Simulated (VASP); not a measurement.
# CoO (P6_3mc) in VASP: single point with PBE+D3(BJ)

Aim: the single point of CoO with PBE+D3(BJ).

Program: VASP 6.6.1. These are calculated values, not measurements. Logs are shortened: lines on timing, memory, paths and dates and some standing lists are left out, and cuts for length are marked.

## 1. The cell of the first run

Symmetry: P6_3mc, No. 186, hexagonal system. The conventional cell has a = 3.132 Å, b = 3.132 Å, c = 5.273 Å, α = 90.00°, β = 90.00°, γ = 120.00°. Within 2.5 Å of Co (site symmetry 3m) lie 4 O at 1.89 to 1.96 Å. Within 2.5 Å of O (site symmetry 3m) lie 4 Co at 1.89 to 1.96 Å.

## 2. Single point, PBE+D3(BJ), collinear spin, antiferromagnetic start

Input file INCAR:

```
  ALGO = Normal
  EDIFF = 1E-6
  ENCUT = 520
  GGA = PE
  ISIF = 2
  ISMEAR = 0
  ISPIN = 2
  IVDW = 12
  LASPH = T
  LCHARG = F
  LMAXMIX = 4
  LORBIT = 11
  LREAL = F
  LWAVE = F
  MAGMOM = -2.32 2.32 0.17 -0.17
  NBANDS = 27
  NELM = 150
  PREC = Accurate
  SIGMA = 0.01
```

Input file KPOINTS:

```
k-points
0
Gamma
  12 12 8
```

Input file POSCAR:

```
CoO
1.0
    3.1318254791      0.0000000000      0.0000000000
   -1.5659127395      2.7122404251      0.0000000000
    0.0000000000      0.0000000000      5.2732828732
Co O
2 2
Direct
    0.0000000000      0.0000000000      0.0080909428
    0.3333333333      0.6666666667      0.5080911115
    0.0000000000      0.0000000000      0.3669095848
    0.3333333333      0.6666666667      0.8669093608
```

Potentials or basis: VASP PAW PBE potentials, release 64 (Co, O).

The run is started by

```
> cat potpaw_PBE.64/Co/POTCAR potpaw_PBE.64/O/POTCAR > POTCAR
> mpirun -np 1 vasp_std > vasp.out
```

OUTCAR:

```text
EDIFF = 1E-6
   ENCUT = 520
   GGA = PE
   ISIF = 2
   ISMEAR = 0
   ISPIN = 2
   IVDW = 12
   LASPH = T
   LORBIT = 11
   LREAL = F
   NELM = 150
   PREC = Accurate
 IVDW          = 12

 ion  position               nearest neighbor table
   1  0.000  0.000  0.008-   3 1.89   4 1.96   4 1.96   4 1.96
   2  0.333  0.667  0.508-   4 1.89   3 1.96   3 1.96   3 1.96
   3  0.000  0.000  0.367-   1 1.89   2 1.96   2 1.96   2 1.96
   4  0.333  0.667  0.867-   2 1.89   1 1.96   1 1.96   1 1.96

  LATTYP: Found a hexagonal cell.
 ALAT       =     3.1318254791
 C/A-ratio  =     1.6837729013

  Lattice vectors:

 A1 = (   3.1318254791,   0.0000000000,   0.0000000000)
 A2 = (  -1.5659127395,   2.7122404251,   0.0000000000)
 A3 = (   0.0000000000,   0.0000000000,   5.2732828732)

Analysis of symmetry for initial positions (statically):
=====================================================================
 Subroutine PRICEL returns:
 Original cell was already a primitive cell.

 Routine SETGRP: Setting up the symmetry group for a
 hexagonal supercell.

 Subroutine GETGRP returns: Found 12 space group operations
 (whereof  6 operations were pure point group operations)
 out of a pool of 24 trial point group operations.

The static configuration has the point symmetry C_3v.
 The point group associated with its full space group is C_6v.

Analysis of symmetry for dynamics (positions and initial velocities):
=====================================================================
 Subroutine PRICEL returns:
 Original cell was already a primitive cell.

 Routine SETGRP: Setting up the symmetry group for a
 hexagonal supercell.

 Subroutine GETGRP returns: Found 12 space group operations
 (whereof  6 operations were pure point group operations)
 out of a pool of 24 trial point group operations.

The dynamic configuration has the point symmetry C_3v.
 The point group associated with its full space group is C_6v.

Analysis of structural, dynamic, and magnetic symmetry:
=====================================================================
 Subroutine PRICEL returns:
 Original cell was already a primitive cell.

 Routine SETGRP: Setting up the symmetry group for a
 hexagonal supercell.

 Subroutine GETGRP returns: Found 12 space group operations
 (whereof  6 operations were pure point group operations)
 out of a pool of 24 trial point group operations.

[... 130 lines left out ...]
   GGA     = PE    functional components
   LHFCALC =     F    Hartree Fock is set to
   AEXX    =    0.0000 exact exchange contribution
   IVDW    =    12    specifies the selected vdW correction
   LEPSILON=     F    determine dielectric tensor
   LRPA    =     F    only Hartree local field effects (RPA)
 spin polarized calculation
 Gauss-broadening in eV      SIGMA  =   0.01
  energy-cutoff  :      520.00
  volume of cell :       44.79
 maximum number of plane-waves:      1224
 NGX is ok and might be reduce to    24
   NGX = 11   NGY = 11   NGZ = 19

 number of electron      29.9999997 magnetization      -0.0000000

 Free energy of the ion-electron system (eV)
  ---------------------------------------------------
  ext. energy  EPLUGINS =         0.00000000
  ---------------------------------------------------
  free energy    TOTEN  =       -26.77573550 eV

  energy without entropy =      -26.77573550  energy(sigma->0) =      -26.77573550

 E-fermi :   6.5150     XC(G=0): -11.2977

 val. band max:        6.4829506827   @ k =   0.0000   0.0000   0.5000
 cond. band min:       6.5476740195   @ k =   0.5000   0.0000   0.0000
 fundamental gap:      0.0647233368
 Fermi energy:         6.5150166883

 spin component 1

 k-point     1 :       0.0000    0.0000    0.0000
  band No.  band energies     occupation
      1     -13.6579      1.00000
      2     -12.9448      1.00000
      3      -0.7525      1.00000
      4       0.3284      1.00000
      5       0.5363      1.00000
      6       0.5363      1.00000
[... 709 lines left out ...]
     26      21.2361      0.00000
     27      22.5714      0.00000

 [... further k-points ...]

 spin component 2

 k-point     1 :       0.0000    0.0000    0.0000
  band No.  band energies     occupation
      1     -13.6579      1.00000
      2     -12.9448      1.00000
      3      -0.7525      1.00000
      4       0.3284      1.00000
      5       0.5363      1.00000
      6       0.5363      1.00000
[... 709 lines left out ...]
     26      21.2530      0.00000
     27      22.5728      0.00000

 [... further k-points ...]

------------------------ aborting loop because EDIFF is reached ----------------------------------------

 Edisp (eV)   -0.89390

 E8    (eV) :    -0.3458

  FORCE on cell =-STRESS in cart. coord.  units (eV):
  Direction    XX          YY          ZZ          XY          YZ          ZX
  --------------------------------------------------------------------------------------
  -------------------------------------------------------------------------------------
  Total      -0.00990    -0.00990    -0.04316    -0.00000     0.00000     0.00000
  in kB      -0.35397    -0.35397    -1.54371    -0.00000     0.00000     0.00000
  external pressure =       -0.75 kB  Pullay stress =        0.00 kB

 VOLUME and BASIS-vectors are now :
 -----------------------------------------------------------------------------
  energy-cutoff  :      520.00
  volume of cell :       44.79
      direct lattice vectors                 reciprocal lattice vectors
     3.131825479  0.000000000  0.000000000     0.319302594  0.184349439  0.000000000
    -1.565912740  2.712240425  0.000000000     0.000000000  0.368698877  0.000000000
     0.000000000  0.000000000  5.273282873     0.000000000  0.000000000  0.189635190

 POSITION                                       TOTAL-FORCE (eV/Angst)
 -----------------------------------------------------------------------------------
      0.00000      0.00000      0.04267        -0.000000      0.000000     -0.004880
     -0.00000      1.80816      2.67931         0.000000     -0.000000     -0.004880
      0.00000      0.00000      1.93482         0.000000     -0.000000      0.004880
     -0.00000      1.80816      4.57146        -0.000000      0.000000      0.004880
 -----------------------------------------------------------------------------------
    total drift:                                0.000000     -0.000000      0.000264

  FREE ENERGIE OF THE ION-ELECTRON SYSTEM (eV)
  ---------------------------------------------------
  free  energy   TOTEN  =       -27.6696377472 eV

  energy  without entropy=      -27.6696377465  energy(sigma->0) =      -27.66963775

 total charge

# of ion       s       p       d       tot
------------------------------------------
    1        0.355   0.455   7.241   8.051
    2        0.355   0.455   7.241   8.051
    3        1.553   3.450   0.000   5.003
    4        1.553   3.450   0.000   5.003
--------------------------------------------------
tot          3.816   7.810  14.482  26.108

 magnetization (x)

# of ion       s       p       d       tot
------------------------------------------
    1       -0.007  -0.042  -2.198  -2.247
    2        0.007   0.042   2.198   2.247
    3        0.011   0.147   0.000   0.159
    4       -0.011  -0.147   0.000  -0.159
--------------------------------------------------
tot          0.000   0.000  -0.000  -0.000
```

stdout:

```text
POSCAR found type information on POSCAR CoO
 POSCAR found :  2 types and       4 ions
 scaLAPACK will be used
 LDA part: xc-table for (Slater+PW92), standard interpolation
 POSCAR, INCAR and KPOINTS ok, starting setup
 FFT: planning ... GRIDC
 FFT: planning ... GRID_SOFT
 FFT: planning ... GRID
 WAVECAR not read
 entering main loop
```

Wall time 2.7 min (1 thread of Intel Xeon 6975P-C, shared host); peak memory 0.3 GiB.

Results:

```
Free energy                                           : -27.6696 eV
Pressure                                              : -0.1 GPa
Largest force                                         : 0.005 eV/Å
Band gap on the k mesh                                : 0.06 eV, indirect (least direct gap 0.19 eV)
Net moment                                            : 0.00 μB per cell
Site moments                                          : Co -2.25, +2.25; O +0.16, -0.16 μB
Valence electrons inside the program's atomic spheres : Co 8.05; O 5.00
Dispersion energy per atom                            : -0.223 eV
```

Forces on the atoms (eV/Å):
```
Co   0.000  0.000 -0.005
Co   0.000  0.000 -0.005
O    0.000  0.000  0.005
O    0.000  0.000  0.005
```

Stress tensor (GPa, compression positive):
```
-0.04  0.00  0.00
 0.00 -0.04  0.00
 0.00  0.00 -0.15
```

Levels at points of the mesh, in eV from the valence-band top:
Spin up:
```
           k point  band 13  band 14  band 15  band 16  band 17  band 18
(0.00, 0.00, 0.00)    -1.07    -0.06    -0.06     0.27     1.77     2.12
(0.50, 0.00, 0.00)    -1.38    -0.29    -0.13     0.06     0.82     1.45
(0.00, 0.00, 0.50)    -1.03     0.00     0.00     0.86     1.97     1.97
(0.50, 0.00, 0.50)    -1.20    -0.46    -0.25     0.24     0.92     1.31
```
Spin down:
```tsv
k point	band 12	band 13	band 14	band 15	band 16	band 17	band 18	band 19
(0.00, 0.00, 0.00)	-1.07	-1.07	-0.06	-0.06	0.27	1.77	2.12	2.12
(0.50, 0.00, 0.00)	-1.83	-1.38	-0.29	-0.13	0.06	0.82	1.45	5.99
(0.00, 0.00, 0.50)	-1.03	-1.03	0.00	0.00	0.86	1.97	1.97	2.73
(0.50, 0.00, 0.50)	-1.62	-1.20	-0.46	-0.25	0.24	0.92	1.31	5.56
```

A k mesh can miss the band edges.
